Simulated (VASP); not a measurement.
# HgTe (I-4m2) in VASP: single point with PBE

Aim: the single point of HgTe with PBE.

Program: VASP 6.6.1. These are calculated values, not measurements. Logs are shortened: lines on timing, memory, paths and dates and some standing lists are left out, and cuts for length are marked.

### Step 1. The cell of the first run

Symmetry: I-4m2, No. 119, tetragonal system. The conventional cell has a = 4.422 Å, b = 4.422 Å, c = 6.640 Å, α = 90.00°, β = 90.00°, γ = 90.00°. Within 3.6 Å of Hg (site symmetry -4m2) lie 4 Te at 2.76 Å. Within 3.6 Å of Te (site symmetry -4m2) lie 4 Hg at 2.76 Å.

### Step 2. Single point, PBE (strain -0.030 along x and y, +0.030 along z)

INCAR reads:

```
ALGO = Normal
EDIFF = 1E-7
ENCUT = 520
GGA = PE
ISIF = 2
ISMEAR = 0
LASPH = True
LCHARG = True
LELF = True
LREAL = False
LVHAR = True
LWAVE = False
NBANDS = 16
NELM = 60
PREC = Accurate
SIGMA = 0.15
```

KPOINTS reads:

```
k-points
0
Gamma
  14 14 14
```

POSCAR reads:

```
HgTe
1.0
    0.0000000000      3.1267950000      3.3202050000
    3.1267950000      0.0000000000      3.3202050000
    3.1267950000      3.1267950000      0.0000000000
Hg Te
1 1
Direct
    0.0000000000      0.0000000000      0.0000000000
    0.7500000000      0.7500000000      0.7500000000
```

Potentials or basis: VASP PAW PBE potentials, release 64 (Hg, Te).

Run with:

```bash
> cat potpaw_PBE.64/Hg/POTCAR potpaw_PBE.64/Te/POTCAR > POTCAR
> mpirun -np 1 vasp_std > vasp.out
```

OUTCAR:

```text
EDIFF = 1E-7
   ENCUT = 520
   GGA = PE
   ISIF = 2
   ISMEAR = 0
   LASPH = True
   LREAL = False
   NELM = 60
   PREC = Accurate

 ion  position               nearest neighbor table
   1  0.000  0.000  0.000-   2 2.76   2 2.76   2 2.76   2 2.76
   2  0.750  0.750  0.750-   1 2.76   1 2.76   1 2.76   1 2.76

  LATTYP: Found a body centered tetragonal cell.
 ALAT       =     4.4219558958
 C/A-ratio  =     1.5016906899

  Lattice vectors:

 A1 = (  -3.1267950000,   0.0000000000,   3.3202050000)
 A2 = (   3.1267950000,   0.0000000000,   3.3202050000)
 A3 = (   0.0000000000,   3.1267950000,  -3.3202050000)

Analysis of symmetry for initial positions (statically):
=====================================================================
 Subroutine PRICEL returns:
 Original cell was already a primitive cell.

 Routine SETGRP: Setting up the symmetry group for a
 body centered tetragonal supercell.

 Subroutine GETGRP returns: Found  8 space group operations
 (whereof  8 operations were pure point group operations)
 out of a pool of 16 trial point group operations.

The static configuration has the point symmetry D_2d.

Analysis of symmetry for dynamics (positions and initial velocities):
=====================================================================
 Subroutine PRICEL returns:
 Original cell was already a primitive cell.

 Routine SETGRP: Setting up the symmetry group for a
 body centered tetragonal supercell.

 Subroutine GETGRP returns: Found  8 space group operations
 (whereof  8 operations were pure point group operations)
 out of a pool of 16 trial point group operations.

The dynamic configuration has the point symmetry D_2d.

 Subroutine INISYM returns: Found  8 space group operations
 (whereof  8 operations are pure point group operations),
 and found     1 'primitive' translations

----------------------------------------------------------------------------------------

                                     Primitive cell

  volume of cell :      64.9223

  direct lattice vectors                    reciprocal lattice vectors
     0.000000000  3.126795000  3.320205000    -0.159908149  0.159908149  0.150593111
     3.126795000  0.000000000  3.320205000     0.159908149 -0.159908149  0.150593111
     3.126795000  3.126795000  0.000000000     0.159908149  0.159908149 -0.150593111

  length of vectors
     4.560768380  4.560768380  4.421955896     0.271697474  0.271697474  0.271697474

  position of ions in fractional coordinates (direct lattice)
     0.000000000  0.000000000  0.000000000
     0.750000000  0.750000000  0.750000000

  ion indices of the primitive-cell ions
   primitive index   ion index
                 1           1
                 2           2

----------------------------------------------------------------------------------------

 KPOINTS: k-points

Automatic generation of k-mesh.
 Grid dimensions read from file:
 generate k-points for:   14   14   14

 Generating k-lattice:

  Cartesian coordinates                     Fractional coordinates (reciprocal lattice)
    -0.011422011  0.011422011  0.010756651     0.071428571 -0.000000000  0.000000000
     0.011422011 -0.011422011  0.010756651    -0.000000000  0.071428571  0.000000000
     0.011422011  0.011422011 -0.010756651     0.000000000  0.000000000  0.071428571

  Length of vectors
     0.019406962  0.019406962  0.019406962

  Shift w.r.t. Gamma in fractional coordinates (k-lattice)
     0.000000000  0.000000000  0.000000000

 Subroutine IBZKPT returns following result:
 ===========================================

 Found    244 irreducible k-points:

 Following reciprocal coordinates:
            Coordinates               Weight
  0.000000  0.000000  0.000000      1.000000
  0.071429  0.000000  0.000000      8.000000
  0.142857  0.000000  0.000000      8.000000
  0.214286  0.000000  0.000000      8.000000
  0.285714  0.000000  0.000000      8.000000
  0.357143  0.000000  0.000000      8.000000
[... 16 lines left out ...]
  0.214286  0.142857  0.000000      8.000000
  0.285714  0.142857  0.000000      8.000000
 [... further k-points ...]
   k-points           NKPTS =    244   k-points in BZ     NKDIM =    244   number of bands    NBANDS=     16
   number of dos      NEDOS =    301   number of ions     NIONS =      2
   total plane-waves  NPLWV =  46656
   dimension x,y,z NGX =    36 NGY =   36 NGZ =   36
   dimension x,y,z NGXF=    72 NGYF=   72 NGZF=   72
   ions per type =               1   1
   NGX,Y,Z   is equivalent  to a cutoff of  13.12, 13.12, 13.53 a.u.
   NGXF,Y,Z  is equivalent  to a cutoff of  26.24, 26.24, 27.07 a.u.
 SYSTEM =  unknown system
   PREC   = accura    normal or accurate (medium, high low for compatibility)
   ISTART =      0    job   : 0-new  1-cont  2-samecut
   ICHARG =      2    charge: 1-file 2-atom 10-const
   ISPIN  =      1    spin polarized calculation?
   LNONCOLLINEAR =      F non collinear calculations
   LSORBIT =      F    spin-orbit coupling
   LASPH  =      T    aspherical Exc in radial PAW
   ENCUT  =  520.0 eV  38.22 Ry    6.18 a.u.   8.48  8.48  8.22*2*pi/ulx,y,z
   NELM   =     60;   NELMIN=  2; NELMDL= -5     # of ELM steps
   EDIFF  = 0.1E-06   stopping-criterion for ELM
   LREAL  =      F    real-space projection
   EDIFFG = 0.1E-05   stopping-criterion for IOM
   NSW    =      0    number of steps for IOM
   IBRION =     -1    ionic relax: 0-MD 1-quasi-New 2-CG
   NFREE  =      0    steps in history (QN), initial steepest desc. (CG)
   ISIF   =      2    stress and relaxation
   ISYM   =      2    0-nonsym 1-usesym 2-fastsym
   POTIM  = 0.5000    time-step for ionic-motion
   TEBEG  =    0.0;   TEEND  =   0.0 temperature during run
   PSTRESS=    0.0 pullay stress
   NELECT =      18.0000    total number of electrons
   NUPDOWN=      -1.0000    fix difference up-down
   EMIN   =  10.00;   EMAX   =-10.00  energy-range for DOS
   EFERMI =   0.00;   METHOD = LEGACY
   ISMEAR =     0;   SIGMA  =   0.15  broadening in eV -4-tet -1-fermi 0-gaus
   EFERMI_NEDOS =   21; number of points for ismear=-14 and -15
   IALGO  =     38    algorithm
   IMIX   =      4    mixing-type and parameters
     AMIX     =   0.40;   BMIX     =  1.00
     AMIX_MAG =   1.60;   BMIX_MAG =  1.00
  volume/ion in A,a.u.               =      32.46       219.06
  Fermi-wavevector in a.u.,A,eV,Ry     =   1.067500  2.017282 15.504595  1.139556
  Thomas-Fermi vector in A             =   2.203118
   LORBIT       =      0    0 simple, 1 ext, 2 COOP (PROOUT), +10 PAW based schemes
   GGA     = PE    functional components
   LHFCALC =     F    Hartree Fock is set to
   AEXX    =    0.0000 exact exchange contribution
   IVDW    =     0    specifies the selected vdW correction
   LEPSILON=     F    determine dielectric tensor
   LRPA    =     F    only Hartree local field effects (RPA)
 non-spin polarized calculation
 Gauss-broadening in eV      SIGMA  =   0.15
  energy-cutoff  :      520.00
  volume of cell :       64.92
 maximum number of plane-waves:      1777
 NGX is ok and might be reduce to    36
   NGX = 17   NGY = 17   NGZ = 17

 number of electron      17.9999998 magnetization

 Free energy of the ion-electron system (eV)
  ---------------------------------------------------
  ext. energy  EPLUGINS =         0.00000000
  ---------------------------------------------------
  free energy    TOTEN  =        -3.50147675 eV

  energy without entropy =       -3.50129284  energy(sigma->0) =       -3.50138479

 E-fermi :   3.6959     XC(G=0):  -8.9282

 val. band max:        3.5938814775   @ k =   0.0000   0.0000   0.0000
 cond. band min:       3.9338911740   @ k =   0.0714   0.0000   0.0000
 fundamental gap:      0.3400096964
 Fermi energy:         3.6959473981

 k-point     1 :       0.0000    0.0000    0.0000
  band No.  band energies     occupation
      1      -8.7498      2.00000
      2      -4.0735      2.00000
      3      -4.0555      2.00000
      4      -4.0555      2.00000
      5      -3.5117      2.00000
      6      -3.4642      2.00000
[... 8 lines left out ...]
     15      12.6321      0.00000
     16      12.8523      0.00000

 k-point     2 :       0.0714    0.0000    0.0000
  band No.  band energies     occupation
      1      -8.7218      2.00000
      2      -4.0672      2.00000
      3      -4.0473      2.00000
      4      -4.0463      2.00000
      5      -3.5118      2.00000
      6      -3.4660      2.00000
[... 8 lines left out ...]
     15      12.1944      0.00000
     16      12.9334      0.00000

 k-point     3 :       0.1429    0.0000    0.0000
  band No.  band energies     occupation
      1      -8.6418      2.00000
      2      -4.0476      2.00000
      3      -4.0248      2.00000
      4      -4.0162      2.00000
      5      -3.5108      2.00000
      6      -3.4704      2.00000
[... 8 lines left out ...]
     15      11.9372      0.00000
     16      12.4260      0.00000

 k-point     4 :       0.2143    0.0000    0.0000
  band No.  band energies     occupation
      1      -8.5221      2.00000
      2      -4.0175      2.00000
      3      -3.9933      2.00000
      4      -3.9531      2.00000
      5      -3.5057      2.00000
      6      -3.4746      2.00000
[... 8 lines left out ...]
     15      11.9931      0.00000
     16      12.1630      0.00000
[... 324 lines left out ...]
 k-point    22 :       0.1429    0.1429    0.0000
  band No.  band energies     occupation
      1      -8.6124      2.00000
      2      -4.0593      2.00000
      3      -3.9963      2.00000
      4      -3.9963      2.00000
      5      -3.5342      2.00000
      6      -3.4546      2.00000
[... 8 lines left out ...]
     15      11.4384      0.00000
     16      13.6022      0.00000

 k-point    23 :       0.2143    0.1429    0.0000
  band No.  band energies     occupation
      1      -8.5254      2.00000
      2      -4.0379      2.00000
      3      -3.9636      2.00000
      4      -3.9593      2.00000
      5      -3.5404      2.00000
      6      -3.4515      2.00000
[... 8 lines left out ...]
     15      12.1359      0.00000
     16      13.3236      0.00000

 k-point    24 :       0.2857    0.1429    0.0000
  band No.  band energies     occupation
      1      -8.4066      2.00000
      2      -3.9992      2.00000
      3      -3.9279      2.00000
      4      -3.8915      2.00000
      5      -3.5368      2.00000
      6      -3.4504      2.00000
[... 8 lines left out ...]
     15      12.6162      0.00000
     16      13.1368      0.00000

 [... further k-points ...]

------------------------ aborting loop because EDIFF is reached ----------------------------------------

  FORCE on cell =-STRESS in cart. coord.  units (eV):
  Direction    XX          YY          ZZ          XY          YZ          ZX
  --------------------------------------------------------------------------------------
  -------------------------------------------------------------------------------------
  Total        2.4954676      2.4954676      2.1892665      0.0000000      0.0000000     -0.0000000
  in kB       61.5841296     61.5841296     54.0275794      0.0000000      0.0000000     -0.0000000
  external PRESSURE =      59.0652795 kB  Pullay stress =       0.0000000 kB

 VOLUME and BASIS-vectors are now :
 -----------------------------------------------------------------------------
  energy-cutoff  :      520.00
  volume of cell :       64.92
      direct lattice vectors                 reciprocal lattice vectors
     0.000000000  3.126795000  3.320205000    -0.159908149  0.159908149  0.150593111
     3.126795000  0.000000000  3.320205000     0.159908149 -0.159908149  0.150593111
     3.126795000  3.126795000  0.000000000     0.159908149  0.159908149 -0.150593111

 POSITION                                       TOTAL-FORCE (eV/Angst)
 -----------------------------------------------------------------------------------
      0.00000      0.00000      0.00000         0.000000      0.000000      0.000000
      4.69019      4.69019      4.98031        -0.000000     -0.000000     -0.000000
 -----------------------------------------------------------------------------------
    total drift:                               -0.000000     -0.000000     -0.000000

  FREE ENERGIE OF THE ION-ELECTRON SYSTEM (eV)
  ---------------------------------------------------
  free  energy   TOTEN  =        -3.5014767511 eV

  energy  without entropy=       -3.5012928385  energy(sigma->0) =       -3.50138479
```

Run time: 9.6 min. Hardware: 1 thread of AMD EPYC, shared host; peak memory 0.37 GiB.

What came out:

| Property | Result |
| --- | --- |
| Free energy | -3.5015 eV |
| Pressure | 5.9 GPa |
| Band gap on the k mesh | zero (filled and empty bands touch) |

Levels at points of the mesh, in eV from the Fermi level:
```tsv
k point	band 7	band 8	band 9	band 10	band 11	band 12
(0.00, 0.00, 0.00)	-0.82	-0.35	-0.10	-0.10	4.00	4.00
(0.50, 0.00, 0.00)	-5.92	-1.39	-1.09	0.51	4.68	4.99
(0.50, 0.50, 0.00)	-6.02	-2.44	-2.44	2.00	2.41	7.91
(0.50, 0.00, 0.50)	-5.71	-2.77	-2.62	1.56	2.12	8.30
```

Caveat: the cell differs from its parent crystal (strain -0.030 along x and y, +0.030 along z); the cell stands under pressure; semilocal functionals underestimate gaps, so a narrow gap can read as zero; spin-orbit coupling is left out, which moves the levels of the heavy elements.
